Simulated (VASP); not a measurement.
Wanted: the native input for a VASP 6.6.1 run.

```
Task                   : single point
Functional             : r2SCAN
Potentials or basis    : VASP PAW PBE potentials, release 64 (Mg, F)
Cutoff                 : 660 eV
k mesh                 : 6 × 6 × 8
Occupations            : gaussian, width 0.01 eV
Spin                   : no spin polarisation
Dipole correction      : no
Further INCAR settings : ALGO = Normal; EDIFF = 1e-06; NBANDS = 25
```

MgF2:

```xyz
6
Lattice="4.7145 0.0000 0.0000 0.0000 4.7145 0.0000 0.0000 0.0000 3.1070" Properties=species:S:1:pos:R:3 pbc="T T T"
Mg    0.0000    0.0000    0.0000
Mg    2.3572    2.3572    1.5535
F     1.4347    1.4347    0.0000
F     0.9225    3.7919    1.5535
F     3.7919    0.9225    1.5535
F     3.2797    3.2797    0.0000
```

This cell differs from its parent crystal: strain +2.0%.

The input as run:

POSCAR

```
MgF2
1.0
    4.7144563145      0.0000000000      0.0000000000
    0.0000000000      4.7144563145      0.0000000000
    0.0000000000      0.0000000000      3.1070339947
Mg F
2 4
Direct
    0.0000000000      0.0000000000      0.0000000000
    0.5000000000      0.5000000000      0.5000000000
    0.3043223172      0.3043223172      0.0000000000
    0.1956776828      0.8043223172      0.5000000000
    0.8043223172      0.1956776828      0.5000000000
    0.6956776828      0.6956776828      0.0000000000
```

INCAR.step1

```
SYSTEM = MgF2
  ALGO = Normal
  EDIFF = 1E-5
  ENCUT = 660
  GGA = PE
  GGA_COMPAT = .False.
  ISMEAR = 0
  LASPH = .True.
  LCHARG = .False.
  LREAL = .False.
  LWAVE = .True.
  NBANDS = 25
  NELM = 120
  PREC = Accurate
  SIGMA = 0.01
```

INCAR.step2

```
SYSTEM = MgF2
  ALGO = Normal
  EDIFF = 1E-6
  ENCUT = 660
  GGA_COMPAT = .False.
  ISIF = 2
  ISMEAR = 0
  ISTART = 1
  LASPH = .True.
  LCHARG = .True.
  LELF = .True.
  LMIXTAU = .True.
  LREAL = .False.
  LVHAR = .True.
  LWAVE = .False.
  METAGGA = R2SCAN
  NBANDS = 25
  NELM = 120
  PREC = Accurate
  SIGMA = 0.01
```

KPOINTS

```
k-points
0
Gamma
  6 6 8
  0 0 0
```

Potentials or basis: VASP PAW PBE potentials, release 64 (Mg, F).

Command:

```console
$ cat potpaw_PBE.64/Mg/POTCAR potpaw_PBE.64/F/POTCAR > POTCAR
$ cp INCAR.step1 INCAR
$ mpirun -np 1 vasp_std > vasp.out
$ cp INCAR.step2 INCAR
$ mpirun -np 1 vasp_std > vasp.out
```

Results of the run:

The pressure is -6.9 GPa. The largest force is 0.007 eV/Å and the band gap on the k mesh is 7.62 eV.

Caveat: the cell differs from its parent crystal (strain +2.0%); the cell stands under tension; the PAW data sets were made with another functional, which shifts forces and pressure a little.

Run time: 3.6 min on 1 thread of Intel(R) Xeon(R) Platinum 8559C (Emerald Rapids) (shared host), peak memory 0.27 GiB.
